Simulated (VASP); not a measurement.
A run of VASP 6.6.1 is set up as follows.

INCAR

```
ALGO = Normal
EDIFF = 1E-6
EDIFFG = -0.04
ENCUT = 600
GGA = PE
IBRION = 2
ISIF = 3
ISMEAR = 0
LASPH = True
LCHARG = False
LREAL = False
LWAVE = False
NELM = 100
NSW = 90
PREC = Accurate
SIGMA = 0.1
```

File KPOINTS:

```
k-points
0
Gamma
  6 6 6
```

The input POSCAR:

```
CuGe
1.0
    0.0000000000      3.2013099616      3.2013099616
    3.2013099616      0.0000000000      3.2013099616
    3.2013099616      3.2013099616      0.0000000000
Cu Ge
2 2
Direct
    0.5000000000      0.5000000000      0.5000000000
    0.7500000000      0.7500000000      0.7500000000
    0.0000000000      0.0000000000      0.0000000000
    0.2500000000      0.2500000000      0.2500000000
```

Potentials or basis: VASP PAW PBE potentials, release 64 (Cu, Ge_d).

The run is started by

```console
$ cat potpaw_PBE.64/Cu/POTCAR potpaw_PBE.64/Ge_d/POTCAR > POTCAR
$ mpirun -np 1 vasp_std > vasp.out
```

Question: What does it give for the relaxed volume?

Answer: 15.53 Å³/atom.

Question: What does it give for the band gap on the k mesh?

Answer: Zero (band 25 reaches 7.24 eV, above the bottom of band 26 at 5.91 eV).

Step by step:
| step | energy change (eV) | largest force (eV/Å) | pressure (GPa) | volume (Å³) |
| --- | --- | --- | --- | --- |
| 1 | 0.0000 | 0.0000 | -4.25 | 65.62 |
| 2 | -0.0478 | 0.0000 | 0.86 | 61.57 |
| 3 | -0.0492 | 0.0000 | -0.02 | 62.13 |
